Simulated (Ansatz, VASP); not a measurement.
One calculation of SnPt3, two programs

The input INCAR:

```
SYSTEM = SnPt3
PREC = Accurate ; ENCUT = 400
EDIFF = 1E-8 ; ISMEAR = -1
SIGMA = 0.05 ; LREAL = .FALSE.
LASPH = .TRUE. ; NELM = 120
ALGO = Normal ; ISIF = 2
LWAVE = .FALSE. ; LCHARG = .FALSE.
GGA = CA ; LEFG = .TRUE.
NBANDS = 30 ; GGA_COMPAT = .FALSE.
```

Contents of KPOINTS:

```
regular mesh
0
G
  8 8 8
  0 0 0
```

File POSCAR:

```
SnPt3
1.0
    3.9459393189      0.0000000000      0.0000000000
    0.0000000000      3.9459393189      0.0000000000
    0.0000000000      0.0000000000      3.9459393189
Sn Pt
1 3
Direct
    0.0000000000      0.0000000000      0.0000000000
    0.0000000000      0.5000000000      0.5000000000
    0.5000000000      0.0000000000      0.5000000000
    0.5000000000      0.5000000000      0.0000000000
```

Input for Ansatz:

```yaml
crystal:
  lattice:
    - [3.9459393189, 0.0, 0.0]
    - [0.0, 3.9459393189, 0.0]
    - [0.0, 0.0, 3.9459393189]
  atoms:
    - { symbol: Sn, position: [0.0, 0.0, 0.0] }
    - { symbol: Pt, position: [0.0, 0.5, 0.5] }
    - { symbol: Pt, position: [0.5, 0.0, 0.5] }
    - { symbol: Pt, position: [0.5, 0.5, 0.0] }
kpoints:
  mp_grid: { grid: [8, 8, 8] }
scf:
  occupations: { method: fermi_dirac, width: 0.05 }
hamiltonian:
  xc: lda
  pseudopotentials: { kind: paw }
output:
  forces: true
  stress: true
  eigenvalues: true
  efg: { contact_densities: true }
  write_density: true
  write_potential: true
  elf: true
  volumetric_format: npy
```

Change from the starting cell: volume scaled by 0.96, PAW files.

Alike in both runs: task electric field gradients; functional LDA; k mesh 8 × 8 × 8; occupations fermi-dirac, width 0.05 eV; no spin polarisation.

```csv
,VASP,Ansatz
version,VASP 6.6.1,Ansatz 0.2.0
potentials or method,"VASP PAW LDA potentials, release 64 (Sn_d, Pt)","PAW with Ansatz's default frozen-core files, scalar-relativistic"
plane-wave cutoff (eV),400,420
valence electrons in the cell,44,68
```

Ansatz gave:

```
pressure (GPa)                                       : 6.7
size of Vzz on the site where it differs most (V/Å²) : 168.8
```

Problem. What did VASP give for the same quantities?

Solution. Pressure (GPa): 7.6; size of Vzz on the site where it differs most (V/Å²): 154.5.

LDA's correlation is that of Perdew and Zunger in VASP and of Perdew and Wang (1992) in Ansatz. VASP's potentials hold 44 valence electrons a cell and Ansatz's 68, so a difference there can come from the potentials and not from the codes.

Neither program's run includes spin-orbit coupling.
